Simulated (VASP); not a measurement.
# Pt (Im-3m) in VASP: further runs, part 2 of 2

VASP 6.6.1. The steps go on from the part before.

**5. Single point, PBE**

This run uses another cell than the first one, of 15.82 Å³/atom, 1.048 times its volume.

The input, INCAR:

```
  ALGO = Normal
  EDIFF = 1E-6
  ENCUT = 500
  GGA = PE
  GGA_COMPAT = F
  ISIF = 2
  ISMEAR = 0
  LASPH = T
  LCHARG = T
  LELF = T
  LREAL = F
  LVHAR = T
  LWAVE = F
  NBANDS = 11
  NELM = 120
  PREC = Accurate
  SIGMA = 0.1
```

The input, KPOINTS:

```
k-points
0
Gamma
  18 18 18
```

The input, POSCAR:

```
Pt
1.0
   -1.5813795830      1.5813795830      1.5813795830
    1.5813795830     -1.5813795830      1.5813795830
    1.5813795830      1.5813795830     -1.5813795830
Pt
1
Direct
    0.0000000000      0.0000000000      0.0000000000
```

Potentials or basis: VASP PAW PBE potentials, release 64 (Pt).

Run with:

```console
> cat potpaw_PBE.64/Pt/POTCAR > POTCAR
> mpirun -np 1 vasp_std > vasp.out
```

OUTCAR:

```text
EDIFF = 1E-6
   ENCUT = 500
   GGA = PE
   ISIF = 2
   ISMEAR = 0
   LASPH = T
   LREAL = F
   NELM = 120
   PREC = Accurate

 ion  position               nearest neighbor table
   1  0.000  0.000  0.000-

  LATTYP: Found a body centered cubic cell.
 ALAT       =     3.1627591660

  Lattice vectors:

 A1 = (  -1.5813795830,   1.5813795830,   1.5813795830)
 A2 = (   1.5813795830,  -1.5813795830,   1.5813795830)
 A3 = (   1.5813795830,   1.5813795830,  -1.5813795830)

Analysis of symmetry for initial positions (statically):
=====================================================================
 Subroutine PRICEL returns:
 Original cell was already a primitive cell.

 Routine SETGRP: Setting up the symmetry group for a
 body centered cubic supercell.

 Subroutine GETGRP returns: Found 48 space group operations
 (whereof 48 operations were pure point group operations)
 out of a pool of 48 trial point group operations.

The static configuration has the point symmetry O_h .

Analysis of symmetry for dynamics (positions and initial velocities):
=====================================================================
 Subroutine PRICEL returns:
 Original cell was already a primitive cell.

 Routine SETGRP: Setting up the symmetry group for a
 body centered cubic supercell.

 Subroutine GETGRP returns: Found 48 space group operations
 (whereof 48 operations were pure point group operations)
 out of a pool of 48 trial point group operations.

The dynamic configuration has the point symmetry O_h .

 Subroutine INISYM returns: Found 48 space group operations
 (whereof 48 operations are pure point group operations),
 and found     1 'primitive' translations

----------------------------------------------------------------------------------------

                                     Primitive cell

  volume of cell :      15.8186

  direct lattice vectors                    reciprocal lattice vectors
[... 110 lines left out ...]
   GGA     = PE    functional components
   LHFCALC =     F    Hartree Fock is set to
   AEXX    =    0.0000 exact exchange contribution
   IVDW    =     0    specifies the selected vdW correction
   LEPSILON=     F    determine dielectric tensor
   LRPA    =     F    only Hartree local field effects (RPA)
 non-spin polarized calculation
 Gauss-broadening in eV      SIGMA  =   0.10
  energy-cutoff  :      500.00
  volume of cell :       15.82
 maximum number of plane-waves:       418
   NGX =  9   NGY =  9   NGZ =  9

 number of electron      10.0000000 magnetization

 number of electron       9.9999999 magnetization

 Free energy of the ion-electron system (eV)
  ---------------------------------------------------
  ext. energy  EPLUGINS =         0.00000000
  ---------------------------------------------------
  free energy    TOTEN  =        -6.00872077 eV

  energy without entropy =       -6.00529949  energy(sigma->0) =       -6.00701013

 E-fermi :  10.2155     XC(G=0): -13.1973

 val. band max:       10.2028760120   @ k =  -0.3889   0.3889   0.2222
 cond. band min:      10.2289748987   @ k =  -0.3889   0.5000   0.0556
 fundamental gap:      0.0260988866
 Fermi energy:        10.2154983692

 k-point     1 :       0.0000    0.0000    0.0000
  band No.  band energies     occupation
      1       0.6943      2.00000
      2       6.7030      2.00000
      3       6.7030      2.00000
      4       6.7030      2.00000
      5       9.1816      2.00000
      6       9.1816      2.00000
      7      27.2781      0.00000
      8      27.2781      0.00000
      9      27.2781      0.00000
     10      37.2986      0.00000
     11      37.2999      0.00000
[... 309 lines left out ...]
 k-point    24 :       0.3889    0.1111    0.0000
  band No.  band energies     occupation
      1       3.9496      2.00000
      2       5.4164      2.00000
      3       8.2600      2.00000
      4       8.9873      2.00000
      5       9.8841      2.00000
      6      12.3464      0.00000
      7      17.1492      0.00000
      8      23.4983      0.00000
      9      25.5217      0.00000
     10      33.5969      0.00000
     11      34.5753      0.00000

 [... further k-points ...]

------------------------ aborting loop because EDIFF is reached ----------------------------------------

  FORCE on cell =-STRESS in cart. coord.  units (eV):
  Direction    XX          YY          ZZ          XY          YZ          ZX
  --------------------------------------------------------------------------------------
  -------------------------------------------------------------------------------------
  Total       -0.0431690     -0.0431690     -0.0431690      0.0000000     -0.0000000     -0.0000000
  in kB       -4.3723447     -4.3723447     -4.3723447      0.0000000     -0.0000000     -0.0000000
  external PRESSURE =      -4.3723447 kB  Pullay stress =       0.0000000 kB

 VOLUME and BASIS-vectors are now :
 -----------------------------------------------------------------------------
  energy-cutoff  :      500.00
  volume of cell :       15.82
      direct lattice vectors                 reciprocal lattice vectors
    -1.581379583  1.581379583  1.581379583     0.000000000  0.316179623  0.316179623
     1.581379583 -1.581379583  1.581379583     0.316179623  0.000000000  0.316179623
     1.581379583  1.581379583 -1.581379583     0.316179623  0.316179623  0.000000000

 POSITION                                       TOTAL-FORCE (eV/Angst)
 -----------------------------------------------------------------------------------
      0.00000      0.00000      0.00000         0.000000      0.000000      0.000000
 -----------------------------------------------------------------------------------
    total drift:                                0.000000      0.000000      0.000000

  FREE ENERGIE OF THE ION-ELECTRON SYSTEM (eV)
  ---------------------------------------------------
  free  energy   TOTEN  =        -6.0087207732 eV

  energy  without entropy=       -6.0052994938  energy(sigma->0) =       -6.00701013
```

stdout:

```text
POSCAR found type information on POSCAR Pt
 POSCAR found :  1 types and       1 ions
 scaLAPACK will be used
 LDA part: xc-table for (Slater+PW92), standard interpolation
 POSCAR, INCAR and KPOINTS ok, starting setup
 FFT: planning ... GRIDC
 FFT: planning ... GRID_SOFT
 FFT: planning ... GRID
 WAVECAR not read
 entering main loop
```

Wall time 16 s (1 thread of Intel Xeon 6975P-C, shared host); peak memory 0.15 GiB.

What came out:

```
Free energy            : -6.0087 eV
Pressure               : -0.4 GPa
Band gap on the k mesh : zero (band 5 reaches 11.20 eV, above the bottom of band 6 at 9.06 eV)
```

Levels at points of the mesh, in eV from the Fermi level:
| k point | band 2 | band 3 | band 4 | band 5 | band 6 | band 7 | band 8 | band 9 |
| --- | --- | --- | --- | --- | --- | --- | --- | --- |
| (0.00, 0.00, 0.00) | -3.51 | -3.51 | -3.51 | -1.03 | -1.03 | 17.06 | 17.06 | 17.06 |
| (0.50, 0.00, 0.00) | -4.93 | -1.21 | -0.72 | 0.24 | 1.00 | 6.25 | 13.23 | 15.81 |
| (0.50, 0.50, 0.50) | -6.10 | 0.48 | 0.48 | 0.48 | 7.63 | 7.63 | 7.63 | 12.73 |

Caveat: spin-orbit coupling is left out, which moves the levels of the heavy elements.

**6. Relaxation of cell and atoms, PBE**

This run uses another cell than the first one, of 15.94 Å³/atom, 1.055 times its volume.

The input, INCAR:

```
SYSTEM = Pt
ALGO = Normal
EDIFF = 1E-7
EDIFFG = -0.002
ENCUT = 500
GGA = PE
GGA_COMPAT = .FALSE.
IBRION = 2
ISIF = 3
ISMEAR = 0
LASPH = .TRUE.
LCHARG = .FALSE.
LREAL = .FALSE.
LWAVE = .FALSE.
NELM = 120
NELMIN = 4
NSW = 100
PREC = Accurate
SIGMA = 0.1
```

The input, KPOINTS:

```
k-points
0
G
  18 18 18
  0 0 0
```

The input, POSCAR:

```
Pt
1.0
   -1.5852846409      1.5852846409      1.5852846409
    1.5852846409     -1.5852846409      1.5852846409
    1.5852846409      1.5852846409     -1.5852846409
Pt
1
Direct
    0.0000000000      0.0000000000      0.0000000000
```

Potentials or basis: VASP PAW PBE potentials, release 64 (Pt).

Run with:

```console
> cat potpaw_PBE.64/Pt/POTCAR > POTCAR
> mpirun -np 1 vasp_std > vasp.out
```

OUTCAR:

```text
SYSTEM = Pt
   EDIFF = 1E-7
   EDIFFG = -0.002
   ENCUT = 500
   GGA = PE
   IBRION = 2
   ISIF = 3
   ISMEAR = 0
   LASPH = .TRUE.
   LREAL = .FALSE.
   NELM = 120
   NELMIN = 4
   NSW = 100
   PREC = Accurate

 ion  position               nearest neighbor table
   1  0.000  0.000  0.000-

  LATTYP: Found a body centered cubic cell.
 ALAT       =     3.1705692818

  Lattice vectors:

 A1 = (  -1.5852846409,   1.5852846409,   1.5852846409)
 A2 = (   1.5852846409,  -1.5852846409,   1.5852846409)
 A3 = (   1.5852846409,   1.5852846409,  -1.5852846409)

Analysis of symmetry for initial positions (statically):
=====================================================================
 Subroutine PRICEL returns:
 Original cell was already a primitive cell.

 Routine SETGRP: Setting up the symmetry group for a
 body centered cubic supercell.

 Subroutine GETGRP returns: Found 48 space group operations
 (whereof 48 operations were pure point group operations)
 out of a pool of 48 trial point group operations.

The static configuration has the point symmetry O_h .

Analysis of symmetry for dynamics (positions and initial velocities):
=====================================================================
 Subroutine PRICEL returns:
 Original cell was already a primitive cell.

 Routine SETGRP: Setting up the symmetry group for a
 body centered cubic supercell.

 Subroutine GETGRP returns: Found 48 space group operations
 (whereof 48 operations were pure point group operations)
 out of a pool of 48 trial point group operations.

The dynamic configuration has the point symmetry O_h .

 Subroutine INISYM returns: Found 48 space group operations
 (whereof 48 operations are pure point group operations),
 and found     1 'primitive' translations

[... 118 lines left out ...]
   LHFCALC =     F    Hartree Fock is set to
   AEXX    =    0.0000 exact exchange contribution
   IVDW    =     0    specifies the selected vdW correction
   LEPSILON=     F    determine dielectric tensor
   LRPA    =     F    only Hartree local field effects (RPA)
 conjugate gradient relaxation of ions
 non-spin polarized calculation
 Gauss-broadening in eV      SIGMA  =   0.10
  energy-cutoff  :      500.00
  volume of cell :       15.94
 maximum number of plane-waves:       420
   NGX =  9   NGY =  9   NGZ =  9

--------------------------------------- Ionic step        1  -------------------------------------------

 number of electron      10.0000000 magnetization

 Free energy of the ion-electron system (eV)
  ---------------------------------------------------
  ext. energy  EPLUGINS =         0.00000000
  ---------------------------------------------------
  free energy    TOTEN  =        -6.00784978 eV

  energy without entropy =       -6.00432734  energy(sigma->0) =       -6.00608856

------------------------ aborting loop because EDIFF is reached ----------------------------------------

  FORCE on cell =-STRESS in cart. coord.  units (eV):
  Direction    XX          YY          ZZ          XY          YZ          ZX
  --------------------------------------------------------------------------------------
  -------------------------------------------------------------------------------------
  Total       -0.2148800     -0.2148800     -0.2148800      0.0000000      0.0000000     -0.0000000
  in kB      -21.6035388    -21.6035388    -21.6035388      0.0000000      0.0000000     -0.0000000
  external PRESSURE =     -21.6035388 kB  Pullay stress =       0.0000000 kB
[... 57 lines left out ...]
--------------------------------------- Ionic step        3  -------------------------------------------

 number of electron       9.9999999 magnetization

 Free energy of the ion-electron system (eV)
  ---------------------------------------------------
  ext. energy  EPLUGINS =         0.00000000
  ---------------------------------------------------
  free energy    TOTEN  =        -6.00886306 eV

  energy without entropy =       -6.00546673  energy(sigma->0) =       -6.00716489

 E-fermi :  10.2485     XC(G=0): -13.2084

 val. band max:       10.2361915673   @ k =  -0.3889   0.3889   0.2222
 cond. band min:      10.2621846480   @ k =  -0.3889   0.5000   0.0556
 fundamental gap:      0.0259930807
 Fermi energy:        10.2485207867

 k-point     1 :       0.0000    0.0000    0.0000
  band No.  band energies     occupation
      1       0.7081      2.00000
      2       6.7260      2.00000
      3       6.7260      2.00000
      4       6.7260      2.00000
      5       9.2115      2.00000
      6       9.2115      2.00000
      7      27.3106      0.00000
      8      27.3106      0.00000
      9      27.3106      0.00000
[... 265 lines left out ...]
 k-point    24 :       0.3889    0.1111    0.0000
  band No.  band energies     occupation
      1       3.9657      2.00000
      2       5.4354      2.00000
      3       8.2861      2.00000
      4       9.0168      2.00000
      5       9.9161      2.00000
      6      12.3831      0.00000
      7      17.1966      0.00000
      8      23.5372      0.00000
      9      25.5691      0.00000

 [... further k-points ...]
[... 5 lines left out ...]
  --------------------------------------------------------------------------------------
  -------------------------------------------------------------------------------------
  Total       -0.0003544     -0.0003544     -0.0003544     -0.0000000      0.0000000     -0.0000000
  in kB       -0.0359621     -0.0359621     -0.0359621     -0.0000000      0.0000000     -0.0000000
  external PRESSURE =      -0.0359621 kB  Pullay stress =       0.0000000 kB
[... 16 lines left out ...]
  FREE ENERGIE OF THE ION-ELECTRON SYSTEM (eV)
  ---------------------------------------------------
  free  energy   TOTEN  =        -6.0088630557 eV

  energy  without entropy=       -6.0054667258  energy(sigma->0) =       -6.00716489

 reached required accuracy - stopping structural energy minimisation
```

It took 27 s on 1 thread of Intel Xeon 6975P-C, shared host; peak memory 0.15 GiB.

Results:

* Free energy: -6.0089 eV
* Relaxed volume: 15.79 Å³/atom
* Relaxed cell: a = 2.737 Å, b = 2.737 Å, c = 2.737 Å, α = 109.47°, β = 109.47°, γ = 109.47°
* Space group after relaxing (to 0.05 Å): Im-3m (No. 229)
* Energy gained by relaxing: 1.0 meV/atom
* Ionic steps: 3
* Pressure after relaxing: 0.0 GPa
* Band gap on the k mesh: zero (band 5 reaches 11.24 eV, above the bottom of band 6 at 9.09 eV)

Step by step:
| step | energy change (eV) | largest force (eV/Å) | pressure (GPa) | volume (Å³) |
| --- | --- | --- | --- | --- |
| 1 | 0.0000 | 0.0000 | -2.16 | 15.94 |
| 2 | 0.0048 | 0.0000 | 5.61 | 15.45 |
| 3 | -0.0010 | 0.0000 | 0.00 | 15.79 |

Final structure:
```
CELL_PARAMETERS angstrom
-1.58040 1.58040 1.58040
1.58040 -1.58040 1.58040
1.58040 1.58040 -1.58040
ATOMIC_POSITIONS crystal
Pt 0.00000 0.00000 0.00000
```

Caveat: spin-orbit coupling is left out, which moves the levels of the heavy elements.

**7. Overview**

| task | cell | k mesh | gap on the mesh (eV) | pressure (GPa) | relaxed volume (Å³/atom) |
| --- | --- | --- | --- | --- | --- |
| single point | a = 2.697 Å, angles 109.5°, 1 atom | 8 × 8 × 8 | none | 13.9 | - |
| single point | a = 2.746 Å, angles 109.5°, 1 atom | 8 × 8 × 8 | none | -0.5 | - |
| relaxation of cell and atoms | relaxed from a = 2.697 Å, angles 109.5°, 1 atom | 8 × 8 × 8 | none | -0.1 | 15.91 |
| single point | a = 2.739 Å, angles 109.5°, 1 atom | 18 × 18 × 18 | none | -0.4 | - |
| relaxation of cell and atoms | relaxed from a = 2.746 Å, angles 109.5°, 1 atom | 18 × 18 × 18 | none | 0.0 | 15.79 |

Alike in all rows: level PBE; potentials or basis VASP PAW PBE potentials, release 64 (Pt); no spin polarisation; cutoff (eV) 500; smearing gaussian 0.1 eV.

Caveats: spin-orbit coupling is left out, which moves the levels of the heavy elements.

Absolute energies hang on the potentials; compare differences alone.
